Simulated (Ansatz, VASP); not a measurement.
## I: VASP beside Ansatz

```
I
1.0
    -2.07741    2.07741    2.07741
     2.07741   -2.07741    2.07741
     2.07741    2.07741   -2.07741
I
1
Direct
  0.00000 0.00000 0.00000
```

Alike in both runs: functional PBE; k mesh 14 × 14 × 14; occupations fermi-dirac, width 0.03 eV; no spin polarisation.

Ansatz relaxed the structure, and its values are those at the end. VASP's run is a single point on that final structure, the one shown.

|  | VASP | Ansatz |
| --- | --- | --- |
| version | VASP 6.6.1 | Ansatz 0.2.0 |
| potentials or method | VASP PAW PBE potentials, release 64 (I) | PAW with Ansatz's default frozen-core files, scalar-relativistic |
| plane-wave cutoff (eV) | 520 | 420 |
| valence electrons in the cell | 7 | 17 |

|  | VASP | Ansatz | Ansatz less VASP |
| --- | --- | --- | --- |
| pressure (GPa) | 0.0 | 0.0 | +0.05 |

With one functional, cell and mesh, what is left measures potentials, basis and numerics. VASP's potentials hold 7 valence electrons a cell and Ansatz's 17, so a difference there can come from the potentials and not from the codes.

Spin-orbit coupling is off throughout.
